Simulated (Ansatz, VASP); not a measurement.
**Two plane-wave programs on Si5PdW**

The input INCAR:

```
PREC = Accurate
ENCUT = 520
EDIFF = 1E-6
ISMEAR = 0
SIGMA = 0.1
LREAL = F
LASPH = T
NELM = 150
ALGO = Normal
ISIF = 2
LWAVE = F
LCHARG = F
ISPIN = 2
MAGMOM = 0 0 0 0 0 0 0 0 0 0 1 1 0 0
LORBIT = 11
LMAXMIX = 4
GGA = PE
NBANDS = 61
```

The input KPOINTS:

```
Automatic mesh
0
Gamma
  2 2 6
```

Contents of POSCAR:

```
Si5PdW
1.0
    5.7678903048     -6.4314139724      0.0000000000
    5.7678903048      6.4314139724      0.0000000000
    0.0000000000      0.0000000000      2.8251453996
Si Pd W
10 2 2
Direct
    0.5000000000      0.5000000000      0.0000000000
    0.7015110948      0.9396509225      0.0000000000
    0.9396509225      0.7015110948      0.0000000000
    0.0603490775      0.2984889052      0.0000000000
    0.2984889052      0.0603490775      0.0000000000
    0.0000000000      0.0000000000      0.0000000000
    0.4401663881      0.7947678337      0.0000000000
    0.2052321663      0.5598336119      0.0000000000
    0.5598336119      0.2052321663      0.0000000000
    0.7947678337      0.4401663881      0.0000000000
    0.3146995764      0.3146995764      0.5000000000
    0.6853004236      0.6853004236      0.5000000000
    0.8160937298      0.1839062702      0.5000000000
    0.1839062702      0.8160937298      0.5000000000
```

Input for Ansatz:

```yaml
crystal:
  lattice:
    - [5.7678903048, -6.4314139724, 0.0]
    - [5.7678903048, 6.4314139724, 0.0]
    - [0.0, 0.0, 2.8251453996]
  atoms:
    - { symbol: Si, position: [0.5, 0.5, 0.0] }
    - { symbol: Si, position: [0.7015110948, 0.9396509225, 0.0] }
    - { symbol: Si, position: [0.9396509225, 0.7015110948, 0.0] }
    - { symbol: Si, position: [0.0603490775, 0.2984889052, 0.0] }
    - { symbol: Si, position: [0.2984889052, 0.0603490775, 0.0] }
    - { symbol: Si, position: [0.0, 0.0, 0.0] }
    - { symbol: Si, position: [0.4401663881, 0.7947678337, 0.0] }
    - { symbol: Si, position: [0.2052321663, 0.5598336119, 0.0] }
    - { symbol: Si, position: [0.5598336119, 0.2052321663, 0.0] }
    - { symbol: Si, position: [0.7947678337, 0.4401663881, 0.0] }
    - { symbol: Pd, position: [0.3146995764, 0.3146995764, 0.5], spin: 1.0 }
    - { symbol: Pd, position: [0.6853004236, 0.6853004236, 0.5], spin: 1.0 }
    - { symbol: W, position: [0.8160937298, 0.1839062702, 0.5] }
    - { symbol: W, position: [0.1839062702, 0.8160937298, 0.5] }
basis:
  ecutwfc: 420
kpoints:
  mp_grid: { grid: [2, 2, 6] }
hamiltonian:
  xc: pbe
scf:
  occupations: { method: gaussian, width: 0.1 }
  lower_state_search: "off"
output:
  forces: true
  stress: true
  eigenvalues: true
  populations: true
magnetization:
  spin_polarized: true
```

Alike in both runs: task single point; functional PBE; k mesh 2 × 2 × 6; occupations gaussian, width 0.1 eV; collinear spin.

|  | VASP | Ansatz |
| --- | --- | --- |
| version | VASP 6.6.1 | Ansatz 0.2.0 |
| potentials or method | VASP PAW PBE potentials, release 64 (Si, Pd, W_sv), cutoff 520 eV | scalar-relativistic, plane waves, PAW |
| valence electrons in the cell | 88 | 104 |

|  | VASP | Ansatz | Ansatz less VASP |
| --- | --- | --- | --- |
| gap on the k mesh at the Fermi level (eV) | none | none | - |
| pressure (GPa) | -0.4 | -0.4 | 0.00 |
| traceless stress, the component that is largest in VASP (GPa) | -0.04 | -0.07 | -0.028 |
| rms of the force components (eV/Å) | 0.020 | 0.020 | +0.0001 |
| net moment per atom (μB) | 0.00 | 0.00 | 0.000 |

Atom by atom the forces differ by 0.003 eV/Å (rms over components). A gap of «none» marks a metal or a gap that the smearing closes. The functional is the same, so the differences come from potentials, cutoffs and numerics. VASP's potentials hold 88 valence electrons a cell and Ansatz's 104, so a difference there can come from the potentials and not from the codes. Ansatz's warnings: seeded moment not kept.

The k mesh is coarse, so the values compare programs but aren't converged. Neither program's run includes spin-orbit coupling.
